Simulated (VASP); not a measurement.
# Cd3C: single point with PBE

Cd3C:

```
CELL_PARAMETERS angstrom
3.27023 0.00000 0.00000
0.00000 6.03965 0.00000
0.00000 0.00000 7.76188
ATOMIC_POSITIONS crystal
Cd 0.00000 0.24360 0.17588
Cd 0.00000 0.75640 0.17588
Cd 0.50000 0.74360 0.82412
Cd 0.50000 0.25640 0.82412
Cd 0.50000 0.00000 0.47111
Cd 0.00000 0.50000 0.52889
C 0.00000 0.00000 0.91501
C 0.50000 0.50000 0.08499
```

```yaml
Program: VASP 6.6.1
Task: single point
Functional: PBE
Potentials_or_basis: VASP PAW PBE potentials, release 64 (Cd, C)
Cutoff: 520 eV
k_mesh: 4 × 4 × 4
Occupations: gaussian, width 0.1 eV
Spin: no spin polarisation
Dipole_correction: no
Further_INCAR_settings: ALGO = Normal; EDIFF = 1e-06; NBANDS = 50
```

* Pressure: 0.4 GPa
* Largest force: 0.033 eV/Å
* Band gap on the k mesh: zero (bands 40 and 41 overlap by 1.62 eV)

Forces in eV/Å, atoms in the order of the input:
```
Cd   0.000 -0.006  0.016
Cd   0.000  0.006  0.016
Cd   0.000 -0.006 -0.016
Cd   0.000  0.006 -0.016
Cd   0.000  0.000  0.007
Cd   0.000  0.000 -0.007
C    0.000  0.000 -0.033
C    0.000  0.000  0.033
```

Stress tensor (GPa, compression positive):
```
0.45 0.00 0.00
0.00 0.40 0.00
0.00 0.00 0.24
```

Levels at points of the mesh, in eV from the Fermi level:
```
           k point  band 38  band 39  band 40  band 41  band 42  band 43
(0.00, 0.00, 0.00)    -1.34    -1.32     0.40     0.97     1.00     1.23
(0.50, 0.00, 0.00)    -1.84    -1.73    -1.73     1.07     1.07     2.10
(0.00, 0.50, 0.00)    -1.65     0.90     0.90     0.95     0.95     2.61
(0.50, 0.50, 0.00)    -1.84    -1.12    -1.12    -0.72    -0.72     2.21
(0.00, 0.00, 0.50)    -2.16    -0.17     0.28     0.43     0.94     1.21
(0.50, 0.00, 0.50)    -1.84    -0.92    -0.92     0.54     0.54     1.82
(0.00, 0.50, 0.50)    -1.90    -0.69    -0.69     0.90     0.90     2.49
(0.50, 0.50, 0.50)    -2.50    -0.04    -0.04     0.26     0.26     1.78
```

Run time: 97 s on 1 thread of Intel(R) Xeon(R) 6975P-C (Granite Rapids), with other jobs on the host, peak memory 0.33 GiB.

Caveat: the k points lie up to 0.48 Å⁻¹ apart, too coarse for converged energies and pressures of a metal.
